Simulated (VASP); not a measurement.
Here is a VASP 6.6.1 calculation.

The input INCAR:

```
PREC     = Accurate       # precision mode
ENCUT    = 520            # plane-wave cutoff, eV
EDIFF    = 1E-6           # SCF threshold, eV
ISMEAR   = 0              # smearing method
SIGMA    = 0.01           # smearing width, eV
LREAL    = False          # projectors in reciprocal space
LASPH    = True           # aspherical terms in the spheres
NELM     = 150            # most SCF steps
ALGO     = Normal         # electronic algorithm
ISIF     = 2              # what is computed and relaxed
LWAVE    = False          # write WAVECAR
LCHARG   = False          # write CHGCAR
ISPIN    = 2              # spin polarisation
MAGMOM   = -2.32 2.32 0.17 -0.17 # initial moments
LORBIT   = 11             # projections on sites
LMAXMIX  = 4              # l up to which the mixer works
GGA      = PE             # functional
NBANDS   = 27             # bands
```

KPOINTS

```
regular mesh
0
Gamma
  12 12 8
```

File POSCAR:

```
CoO
1.0
    3.1990602277      0.0000000000      0.0000000000
   -1.5995301139      2.7704674254      0.0000000000
    0.0000000000      0.0000000000      5.2511795156
Co O
2 2
Direct
    0.0000000000      0.0000000000      0.0055841018
    0.3333333333      0.6666666667      0.5055844798
    0.0000000000      0.0000000000      0.3694163116
    0.3333333333      0.6666666667      0.8694161068
```

Potentials or basis: VASP PAW PBE potentials, release 64 (Co, O).

Command:

```sh
$ cat potpaw_PBE.64/Co/POTCAR potpaw_PBE.64/O/POTCAR > POTCAR
$ mpirun -np 1 vasp_std > vasp.out
```

**Question.** Predict the pressure.

**Answer.** -1.4 GPa.

**Question.** Estimate the net moment.

**Answer.** 0.00 μB per cell.

**Question.** What does it give for the band gap on the k mesh?

**Answer.** 0.17 eV (least direct gap 0.25 eV).

**Question.** Predict the site moments.

**Answer.** Co -2.30, +2.30; O +0.15, -0.15 μB.

Stress tensor (GPa, compression positive):
```
-1.98  0.00  0.00
 0.00 -1.98  0.00
 0.00  0.00 -0.17
```

Caveat: the cell differs from its parent crystal (biaxial strain in the a-b plane: +1.0 %, then relaxed in part). A k mesh can miss the band edges.
